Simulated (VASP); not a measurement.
A run of VASP 6.6.1:

INCAR

```
PREC     = Accurate       # precision mode
ENCUT    = 520            # plane-wave cutoff, eV
EDIFF    = 1E-7           # SCF threshold, eV
ISMEAR   = 0              # smearing method
SIGMA    = 0.1            # smearing width, eV
LREAL    = F              # projectors in reciprocal space
LASPH    = T              # aspherical terms in the spheres
NELM     = 60             # most SCF steps
ALGO     = Normal         # electronic algorithm
ISIF     = 2              # what is computed and relaxed
LWAVE    = F              # write WAVECAR
LCHARG   = F              # write CHGCAR
GGA      = PE             # functional
NBANDS   = 18             # bands
```

Contents of KPOINTS:

```
Automatic mesh
0
Gamma
  6 6 6
```

Contents of POSCAR:

```
KCl2
1.0
    2.7839420047      1.6073096645      3.5051552147
   -2.7839420047      1.6073096645      3.5051552147
    0.0000000000     -3.2146193329      3.5051552130
K Cl
1 2
Direct
    0.5000000000      0.5000000000      0.5000000000
    0.8139247173      0.8139247173      0.8139247173
    0.1860752827      0.1860752827      0.1860752827
```

Potentials or basis: VASP PAW PBE potentials, release 64 (K_sv, Cl).

Run with:

```console
$ cat potpaw_PBE.64/K_sv/POTCAR potpaw_PBE.64/Cl/POTCAR > POTCAR
$ mpirun -np 1 vasp_std > vasp.out
```

Hardware: 1 thread of AMD EPYC 7R13 Processor (Zen 3) (shared host).

**Question.** Estimate the wall time of this run.

**Answer.** Run time: 40 s on 1 thread of AMD EPYC 7R13 Processor (Zen 3) (shared host), peak memory 0.19 GiB. Counts: scf iterations 14, k points 32.
